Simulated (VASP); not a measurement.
# Ni (Pm-3m) in VASP: further runs, part 2 of 2

VASP 6.6.1. The steps go on from the part before.

**3. Relaxation of cell and atoms, RPBE**

This run uses another cell than the first one, of 11.81 Å³/atom.

INCAR

```
PREC     = Accurate       # precision mode
ENCUT    = 600            # plane-wave cutoff, eV
EDIFF    = 1E-7           # SCF threshold, eV
ISMEAR   = -1             # smearing method
SIGMA    = 0.1            # smearing width, eV
LREAL    = F              # projectors in reciprocal space
LASPH    = T              # aspherical terms in the spheres
NELM     = 100            # most SCF steps
ALGO     = Normal         # electronic algorithm
ISIF     = 3              # what is computed and relaxed
LWAVE    = F              # write WAVECAR
LCHARG   = F              # write CHGCAR
GGA      = RP             # functional
IBRION   = 2              # ionic algorithm
NSW      = 80             # ionic steps
EDIFFG   = -0.01          # ionic threshold
```

KPOINTS

```
Automatic mesh
0
Gamma
  14 14 14
```

POSCAR

```
Ni
1.0
    2.2775907947      0.0000000000      0.0000000000
    0.0000000000      2.2775907947      0.0000000000
    0.0000000000      0.0000000000      2.2775907947
Ni
1
Direct
    0.0000000000      0.0000000000      0.0000000000
```

Potentials or basis: VASP PAW PBE potentials, release 64 (Ni).

Started as:

```sh
> cat potpaw_PBE.64/Ni/POTCAR > POTCAR
> mpirun -np 1 vasp_std > vasp.out
```

It took 33 s on 1 thread of Intel Xeon 8259CL, shared host; peak memory 0.14 GiB.

It converged, with:

* Free energy: -4.2986 eV
* Relaxed volume: 13.01 Å³/atom
* Relaxed cell: a = 2.352 Å, b = 2.352 Å, c = 2.352 Å, α = 90.00°, β = 90.00°, γ = 90.00°
* Space group after relaxing (to 0.1 Å): Pm-3m (No. 221)
* Energy gained by relaxing: 52.7 meV/atom
* Ionic steps: 3
* Pressure after relaxing: 0.0 GPa
* Band gap on the k mesh: zero (bands 5 and 6 overlap by 1.22 eV)

Step by step:
```
step  energy change (eV)  largest force (eV/Å)  pressure (GPa)  volume (Å³)
   1              0.0000                0.0000           15.58        11.81
   2             -0.0318                0.0000           -7.10        13.89
   3             -0.0527                0.0000           -0.02        13.01
```

Final structure:
```xyz
1
Lattice="2.3519 0.0000 0.0000 0.0000 2.3519 0.0000 0.0000 0.0000 2.3519" Properties=species:S:1:pos:R:3 pbc="T T T"
Ni    0.0000    0.0000    0.0000
```

Levels at points of the mesh, in eV from the Fermi level:
```csv
k point,band 2,band 3,band 4,band 5,band 6,band 7,band 8,band 9
"(0.00, 0.00, 0.00)",-3.12,-3.12,0.04,0.04,0.04,19.17,19.17,19.17
"(0.50, 0.00, 0.00)",-2.71,-0.96,-0.96,-0.89,0.12,3.71,24.17,26.32
"(0.50, 0.50, 0.00)",-2.40,-0.76,-0.76,0.71,5.21,5.21,11.07,11.17
"(0.50, 0.50, 0.50)",-2.78,-2.78,0.77,0.77,11.63,11.63,11.63,13.71
```

Caveat: the PAW data sets were made with another functional, which shifts forces and pressure a little; the run has no spin polarisation, though such a crystal can be magnetic.

**4. Single point, RPBE (13.53 Å³/atom)**

This run uses another cell than the first one, of 13.53 Å³/atom.

INCAR

```
ALGO     = Normal         # electronic algorithm
EDIFF    = 1E-6           # SCF threshold, eV
ENCUT    = 520            # plane-wave cutoff, eV
GGA      = RP             # functional
ISIF     = 2              # what is computed and relaxed
ISMEAR   = -1             # smearing method
LASPH    = True           # aspherical terms in the spheres
LCHARG   = False          # write CHGCAR
LREAL    = False          # projectors in reciprocal space
LWAVE    = False          # write WAVECAR
NBANDS   = 11             # bands
NELM     = 100            # most SCF steps
PREC     = Accurate       # precision mode
SIGMA    = 0.1            # smearing width, eV
```

KPOINTS

```
k-points
0
Gamma
  22 22 22
```

POSCAR

```
Ni
1.0
    2.3828464560      0.0000000000      0.0000000000
    0.0000000000      2.3828464560      0.0000000000
    0.0000000000      0.0000000000      2.3828464560
Ni
1
Direct
    0.0000000000      0.0000000000      0.0000000000
```

Started as:

```sh
> cat potpaw_PBE.64/Ni/POTCAR > POTCAR
> mpirun -np 1 vasp_std > vasp.out
```

Wall time 40 s (1 thread of Intel Xeon 8259CL, shared host); peak memory 0.16 GiB.

The run converged. Its results:

```yaml
Free_energy: -4.2927 eV
Pressure: -4.5 GPa
Band_gap_on_the_k_mesh: zero (bands 5 and 6 overlap by 1.12 eV)
```

Levels at points of the mesh, in eV from the Fermi level:
| k point | band 2 | band 3 | band 4 | band 5 | band 6 | band 7 | band 8 | band 9 |
| --- | --- | --- | --- | --- | --- | --- | --- | --- |
| (0.00, 0.00, 0.00) | -2.96 | -2.96 | 0.03 | 0.03 | 0.03 | 18.72 | 18.72 | 18.72 |
| (0.50, 0.00, 0.00) | -2.57 | -0.91 | -0.91 | -0.78 | 0.11 | 3.53 | 23.79 | 25.61 |
| (0.50, 0.50, 0.00) | -2.29 | -0.72 | -0.72 | 0.67 | 5.12 | 5.12 | 10.59 | 10.95 |
| (0.50, 0.50, 0.50) | -2.63 | -2.63 | 0.72 | 0.72 | 11.29 | 11.29 | 11.29 | 13.59 |

Caveat: the cell stands under tension; the PAW data sets were made with another functional, which shifts forces and pressure a little; the run has no spin polarisation, though such a crystal can be magnetic. Spin polarisation is off, so any magnetic state and its effect on volume and gap are missing.

**5. Single point, RPBE (14.57 Å³/atom)**

This run uses another cell than the first one, of 14.57 Å³/atom.

INCAR

```
  ALGO = Normal
  EDIFF = 1E-6
  ENCUT = 520
  GGA = RP
  ISIF = 2
  ISMEAR = -1
  LASPH = True
  LCHARG = False
  LREAL = False
  LWAVE = False
  NBANDS = 11
  NELM = 80
  PREC = Accurate
  SIGMA = 0.1
```

KPOINTS is that of step 4.

POSCAR

```
Ni
1.0
    2.4424421511      0.0000000000      0.0000000000
    0.0000000000      2.4424421511      0.0000000000
    0.0000000000      0.0000000000      2.4424421511
Ni
1
Direct
    0.0000000000      0.0000000000      0.0000000000
```

Started as:

```sh
> cat potpaw_PBE.64/Ni/POTCAR > POTCAR
> mpirun -np 1 vasp_std > vasp.out
```

Run time: 40 s. Hardware: 1 thread of Intel Xeon 8259CL, shared host; peak memory 0.17 GiB.

It converged, with:

```
Free energy            : -4.2406 eV
Pressure               : -10.9 GPa
Band gap on the k mesh : zero (bands 5 and 6 overlap by 1.00 eV)
```

Levels at points of the mesh, in eV from the Fermi level:
| k point | band 2 | band 3 | band 4 | band 5 | band 6 | band 7 | band 8 | band 9 |
| --- | --- | --- | --- | --- | --- | --- | --- | --- |
| (0.00, 0.00, 0.00) | -2.67 | -2.67 | 0.01 | 0.01 | 0.01 | 17.88 | 17.88 | 17.88 |
| (0.50, 0.00, 0.00) | -2.32 | -0.82 | -0.82 | -0.58 | 0.09 | 3.20 | 23.09 | 24.29 |
| (0.50, 0.50, 0.00) | -2.09 | -0.65 | -0.65 | 0.59 | 4.95 | 4.95 | 9.74 | 10.54 |
| (0.50, 0.50, 0.50) | -2.35 | -2.35 | 0.63 | 0.63 | 10.69 | 10.69 | 10.69 | 13.35 |

Caveat: the cell stands under tension; the PAW data sets were made with another functional, which shifts forces and pressure a little; the run has no spin polarisation, though such a crystal can be magnetic. Spin polarisation is off, so any magnetic state and its effect on volume and gap are missing.

**6. Single point, RPBE, collinear spin, antiferromagnetic start**

This run uses another cell than the first one: it holds 2 atoms, not 1.

INCAR

```
SYSTEM = Ni
PREC     = Accurate       ! precision mode
ENCUT    = 520            ! plane-wave cutoff, eV
EDIFF    = 1E-6           ! SCF threshold, eV
ISMEAR   = -1             ! smearing method
SIGMA    = 0.05           ! smearing width, eV
LREAL    = .False.        ! projectors in reciprocal space
LASPH    = .True.         ! aspherical terms in the spheres
NELM     = 150            ! most SCF steps
ALGO     = Normal         ! electronic algorithm
ISIF     = 2              ! what is computed and relaxed
LWAVE    = .False.        ! write WAVECAR
LCHARG   = .False.        ! write CHGCAR
ISPIN    = 2              ! spin polarisation
MAGMOM   = 0.8 -0.8       ! initial moments
LORBIT   = 11             ! projections on sites
LMAXMIX  = 4              ! l up to which the mixer works
GGA      = RP             ! functional
NBANDS   = 21             ! bands
```

KPOINTS

```
Automatic mesh
0
Gamma
  12 12 12
  0 0 0
```

POSCAR

```
Ni
1.0
    0.0000000000      2.3492709365      2.3492709365
    2.3492709365      0.0000000000      2.3492709365
    2.3492709365      2.3492709365      0.0000000000
Ni
2
Direct
    0.0000000000      0.0000000000      0.0000000000
    0.5000000000      0.5000000000      0.5000000000
```

Potentials or basis: VASP PAW PBE potentials, release 64 (Ni).

Started as:

```sh
> cat potpaw_PBE.64/Ni/POTCAR > POTCAR
> mpirun -np 1 vasp_std > vasp.out
```

It took 64 s on 1 thread of Intel Xeon 6975P-C (Granite Rapids), shared host; peak memory 0.2 GiB.

It converged, with:

```
Free energy                                           : -8.5385 eV
Pressure                                              : 0.1 GPa
Band gap on the k mesh                                : zero (filled and empty bands overlap)
Net moment                                            : 0.00 μB per cell
Valence electrons inside the program's atomic spheres : Ni 9.21
```

Levels at points of the mesh, in eV from the Fermi level:
Spin up:
```csv
k point,band 7,band 8,band 9,band 10,band 11,band 12,band 13,band 14
"(0.00, 0.00, 0.00)",0.06,0.06,0.06,0.79,0.79,11.68,11.68,11.68
"(0.50, 0.00, 0.00)",-0.98,-0.98,-0.98,-0.98,0.23,0.23,12.68,12.68
"(0.50, 0.50, 0.00)",-0.89,-0.74,-0.74,0.15,0.74,3.74,5.23,5.23
```
Spin down:
```
           k point  band 6  band 7  band 8  band 9  band 10  band 11  band 12  band 13  band 14  band 15
(0.00, 0.00, 0.00)   -2.78    0.06    0.06    0.06     0.79     0.79    11.68    11.68    11.68    13.73
(0.50, 0.00, 0.00)   -1.75   -0.98   -0.98   -0.98    -0.98     0.23     0.23    12.68    12.68    12.68
(0.50, 0.50, 0.00)   -0.94   -0.89   -0.74   -0.74     0.15     0.74     3.74     5.23     5.23    11.13
```

Caveat: the PAW data sets were made with another functional, which shifts forces and pressure a little.

**7. The runs side by side**

| task | spin | cell | k mesh | cutoff (eV) | smearing | gap on the mesh (eV) | pressure (GPa) |
| --- | --- | --- | --- | --- | --- | --- | --- |
| single point | off | a = 2.287 Å, 1 atom, atomic positions A | 22 × 22 × 22 | 520 | fermi-dirac 0.1 eV | none | 13.1 |
| relaxation of cell and atoms | off | relaxed from a = 2.278 Å, 1 atom, atomic positions A | 14 × 14 × 14 | 600 | fermi-dirac 0.1 eV | none | 0.0 |
| single point | off | a = 2.383 Å, 1 atom, atomic positions A | 22 × 22 × 22 | 520 | fermi-dirac 0.1 eV | none | -4.5 |
| single point | off | a = 2.442 Å, 1 atom, atomic positions A | 22 × 22 × 22 | 520 | fermi-dirac 0.1 eV | none | -10.9 |
| single point | collinear, antiferromagnetic start | a = 3.322 Å, angles 60.0°, 2 atoms, atomic positions B | 12 × 12 × 12 | 520 | fermi-dirac 0.05 eV | none | 0.1 |

Alike in all rows: level RPBE; potentials or basis VASP PAW PBE potentials, release 64 (Ni).

Caveats: the PAW data sets were made with another functional, which shifts forces and pressure a little; the cell stands under tension (at least some runs); the cell stands under pressure (at least some runs).

Total energies depend on the potentials used, so only differences within one code and one set of settings carry meaning.
